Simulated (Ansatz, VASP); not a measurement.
## One calculation of SiC, two programs

INCAR

```
SYSTEM = SiC
ALGO     = Normal         ! electronic algorithm
EDIFF    = 1E-7           ! SCF threshold, eV
EDIFFG   = -0.002         ! ionic threshold
ENCUT    = 600            ! plane-wave cutoff, eV
GGA      = PS             ! functional
GGA_COMPAT= .False.      
IBRION   = 2              ! ionic algorithm
ISIF     = 3              ! what is computed and relaxed
ISMEAR   = 0              ! smearing method
LASPH    = .True.         ! aspherical terms in the spheres
LCHARG   = .False.        ! write CHGCAR
LREAL    = .False.        ! projectors in reciprocal space
LWAVE    = .False.        ! write WAVECAR
NELM     = 120            ! most SCF steps
NELMIN   = 4            
NSW      = 100            ! ionic steps
PREC     = Accurate       ! precision mode
SIGMA    = 0.02           ! smearing width, eV
```

KPOINTS

```
k-points
0
Gamma
  10 10 10
  0 0 0
```

The input POSCAR:

```
SiC
1.0
    0.0000000000      2.1794016770      2.1794016770
    2.1794016770      0.0000000000      2.1794016770
    2.1794016770      2.1794016770      0.0000000000
C Si
1 1
Direct
    0.7500000000      0.7500000000      0.7500000000
    0.5000000000      0.5000000000      0.5000000000
```

Input for Ansatz:

```yaml
crystal:
  lattice:
    - [0.0, 2.179401677, 2.179401677]
    - [2.179401677, 0.0, 2.179401677]
    - [2.179401677, 2.179401677, 0.0]
  atoms:
    - { symbol: C, position: [0.75, 0.75, 0.75] }
    - { symbol: Si, position: [0.5, 0.5, 0.5] }
basis:
  ecutwfc: 420
kpoints:
  mp_grid: { grid: [10, 10, 10] }
hamiltonian:
  xc: pbesol
scf:
  occupations: { method: gaussian, width: 0.02 }
output:
  forces: true
  stress: true
  eigenvalues: true
  write_density: true
  write_potential: true
  elf: true
  volumetric_format: npy
relax:
  adjacent_minimum: "off"
  f_tol: 0.002
  max_steps: 80
  cell: { stress_tol: 0.02 }
```

Alike in both runs: task relaxation of cell and atoms; functional PBEsol; k mesh 10 × 10 × 10; occupations gaussian, width 0.02 eV; no spin polarisation.

```csv
,VASP,Ansatz
version,VASP 6.6.1,Ansatz 0.2.0
potentials or method,"VASP PAW PBE potentials, release 64 (C, Si), cutoff 600 eV","scalar-relativistic, plane waves, PAW"
valence electrons in the cell,8,8
```

|  | VASP | Ansatz | Ansatz less VASP |
| --- | --- | --- | --- |
| gap on the k mesh at the Fermi level, each at its own relaxed structure (eV) | 1.23 | 1.24 | +0.009 |
| relaxed volume (Å³/atom) | 10.35 | 10.34 | -0.010 |
| relaxed cell length with the largest relative difference (Å) | 3.082 | 3.081 | -0.0010 |

VASP's potentials were made for PBE, not for PBEsol.
